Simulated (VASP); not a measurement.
## W2AuN3: single point with PBE

W2AuN3:

```xyz
6
Lattice="-2.0834 2.0834 4.1776 2.0834 -2.0834 4.1776 2.0834 2.0834 -4.1776" Properties=species:S:1:pos:R:3 pbc="T T T"
W     0.0000    0.0000    0.0000
W     2.0834    0.0000    2.0888
Au    0.0000    0.0000    4.1776
N     0.0000    0.0000    6.2560
N     0.0000    0.0000    2.0992
N     0.0000    2.0834    2.0888
```

The cell was built from a structure type or drawn by symmetry, and may not be a known phase.

| Item | Value |
| --- | --- |
| Program | VASP 6.6.1 |
| Task | single point |
| Functional | PBE |
| Potentials or basis | VASP PAW PBE potentials, release 64 (W_sv, Au, N) |
| Cutoff | 600 eV |
| k mesh | 4 × 4 × 4 |
| Occupations | gaussian, width 0.15 eV |
| Spin | no spin polarisation |
| Dipole correction | no |
| Further INCAR settings | ALGO = Normal; EDIFF = 1e-06; NBANDS = 36 |

The pressure is 0.0 GPa. The largest force is 0.043 eV/Å. The band gap on the k mesh is zero (bands 27 and 28 overlap by 0.43 eV).

Forces in eV/Å, atoms in the order of the input:
```
W    0.000  0.000  0.000
W    0.000  0.000  0.000
Au   0.000  0.000  0.000
N    0.000  0.000 -0.043
N    0.000  0.000  0.043
N    0.000  0.000  0.000
```

Stress tensor (GPa, compression positive):
```
 0.05  0.00  0.00
 0.00  0.05  0.00
 0.00  0.00 -0.12
```

Levels at points of the mesh, in eV from the Fermi level:
```
           k point  band 24  band 25  band 26  band 27  band 28  band 29  band 30  band 31
(0.00, 0.00, 0.00)    -1.64    -1.28    -1.04    -0.86     0.71     1.12     1.12     1.75
(0.50, 0.00, 0.00)    -2.05    -1.10    -0.91    -0.27    -0.19     0.85     1.18     1.72
(0.50, 0.50, 0.00)    -2.09    -1.10    -0.93     0.13     0.19     0.54     0.96     1.05
(0.50, 0.50, 0.50)    -1.08    -0.56    -0.53    -0.53    -0.24     1.41     1.82     2.62
```

Wall time 2 min on 1 thread of Intel Xeon 8259CL, on a shared host, peak memory 0.28 GiB.

Caveat: the k points lie up to 0.42 Å⁻¹ apart; spin-orbit coupling is left out, which moves the levels of the heavy elements.
